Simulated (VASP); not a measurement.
Write the native input for VASP 6.6.1 that does the following.

* Task: single point
* Functional: PBE
* Potentials or basis: VASP PAW PBE potentials, release 64 (C)
* Cutoff: 520 eV
* k mesh: 18 × 18 × 6
* Occupations: gaussian, width 0.15 eV
* Spin: no spin polarisation
* Dipole correction: no
* Further INCAR settings: ALGO = Normal; EDIFF = 1e-06; NBANDS = 16

The structure of C lies in POSCAR:

```
C
1.0
    2.4665231295      0.0000000000      0.0000000000
   -1.2332615647      2.1360716891      0.0000000000
    0.0000000000      0.0000000000      8.5653080463
C
4
Direct
   -0.0731669617      0.1998958569      0.0025000000
    0.0731669617     -0.1998958569      0.5025000000
    0.2601649803      0.8665663246      0.0025000000
    0.7398350197      0.1334336754      0.5025000000
```

The input as run:

INCAR

```
SYSTEM = C
  PREC = Accurate
  ENCUT = 520
  EDIFF = 1E-6
  ISMEAR = 0
  SIGMA = 0.15
  LREAL = .False.
  LASPH = .True.
  NELM = 80
  ALGO = Normal
  ISIF = 2
  LWAVE = .False.
  LCHARG = .False.
  GGA = PE
  NBANDS = 16
```

KPOINTS

```
Automatic mesh
0
Gamma
  18 18 6
  0 0 0
```

Potentials or basis: VASP PAW PBE potentials, release 64 (C).

Launch:

```sh
$ cat potpaw_PBE.64/C/POTCAR > POTCAR
$ mpirun -np 1 vasp_std > vasp.out
```

Results of the run:

The pressure is 0.4 GPa and the band gap on the k mesh is zero (filled and empty bands touch).

Caveat: this functional lacks dispersion, which binds the layers, so the pressure and a relaxed spacing across them are unreliable.

It took 8.5 min on 1 thread of Intel Xeon 8259CL, on a shared host, peak memory 0.42 GiB.
